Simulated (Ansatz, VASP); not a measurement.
**One calculation of Te2Mo, two programs**

```
Te Mo
1.0
     3.55666    0.00000    0.00000
    -1.77833    3.08016    0.00000
     0.00000    0.00000   15.33161
Te Mo
4 2
Direct
  0.33333 0.66667 0.63207
  0.66667 0.33333 0.13207
  0.66667 0.33333 0.36793
  0.33333 0.66667 0.86793
  0.33333 0.66667 0.25000
  0.66667 0.33333 0.75000
```

Alike in both runs: functional PBE; k mesh 12 × 12 × 2; occupations gaussian, width 0.02 eV; no spin polarisation.

Ansatz relaxed the structure, and its values are those at the end. VASP's run is a single point on that final structure, the one shown.

```csv
,VASP,Ansatz
version,VASP 6.6.1,Ansatz 0.2.0
potentials or method,"VASP PAW PBE potentials, release 64 (Te, Mo_sv), cutoff 520 eV","scalar-relativistic, plane waves, PAW"
valence electrons in the cell,52,92
```

Ansatz gave:

| Quantity | Value |
| --- | --- |
| gap on the k mesh at the Fermi level (eV) | 1.02 |
| least direct gap on the mesh (eV) | 1.03 |
| pressure (GPa) | 0.0 |
| rms of the force components (eV/Å) | 0.000 |

Question: Estimate VASP's values.

Answer: gap on the k mesh at the Fermi level (eV): 1.02; least direct gap on the mesh (eV): 1.03; pressure (GPa): 0.0; rms of the force components (eV/Å): 0.006.

The functional is the same, so the differences come from potentials, cutoffs and numerics. VASP's potentials hold 52 valence electrons a cell and Ansatz's 92, so a difference there can come from the potentials and not from the codes.

Spin-orbit coupling is off throughout.
